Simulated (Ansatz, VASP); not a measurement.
BP: VASP beside Ansatz

INCAR

```
PREC = Accurate ; ENCUT = 520
EDIFF = 1E-8 ; ISMEAR = -1
SIGMA = 0.05 ; LREAL = False
LASPH = True ; NELM = 60
ALGO = Normal ; ISIF = 2
LWAVE = False ; LCHARG = False
GGA = PE ; LEFG = True
NBANDS = 11
```

KPOINTS

```
regular mesh
0
Gamma
  15 15 15
```

Contents of POSCAR:

```
BP
1.0
    0.0000000000      2.2690000000      2.2463100000
    2.2690000000      0.0000000000      2.2463100000
    2.2690000000      2.2690000000      0.0000000000
B P
1 1
Direct
    0.0000000000      0.0000000000      0.0000000000
    0.7500000000      0.7500000000      0.7500000000
```

Input for Ansatz:

```yaml
crystal:
  lattice:
    - [0.0, 2.269, 2.24631]
    - [2.269, 0.0, 2.24631]
    - [2.269, 2.269, 0.0]
  atoms:
    - { symbol: B, position: [0.0, 0.0, 0.0] }
    - { symbol: P, position: [0.75, 0.75, 0.75] }
kpoints:
  mp_grid: { grid: [15, 15, 15] }
scf:
  occupations: { method: fermi_dirac, width: 0.05 }
hamiltonian:
  xc: pbe
  pseudopotentials: { kind: paw }
output:
  forces: true
  stress: true
  eigenvalues: true
  efg: { contact_densities: true }
```

Change from the starting cell: zz strain of -1 %, PAW files.

Alike in both runs: task electric field gradients; functional PBE; k mesh 15 × 15 × 15; occupations fermi-dirac, width 0.05 eV; no spin polarisation.

```csv
,VASP,Ansatz
version,VASP 6.6.1,Ansatz 0.2.0
potentials or method,"VASP PAW PBE potentials, release 64 (B, P)","PAW with Ansatz's default frozen-core files, scalar-relativistic"
plane-wave cutoff (eV),520,420
valence electrons in the cell,8,8
```

|  | VASP | Ansatz | Ansatz less VASP |
| --- | --- | --- | --- |
| pressure (GPa) | 2.6 | 2.8 | +0.24 |
| traceless stress, the component that is largest in VASP (GPa) | 1.79 | 1.78 | -0.003 |
| size of Vzz on the site where it differs most (V/Å²) | 0.1 | 0.1 | +0.05 |

The functional is the same, so the differences come from potentials, cutoffs and numerics.
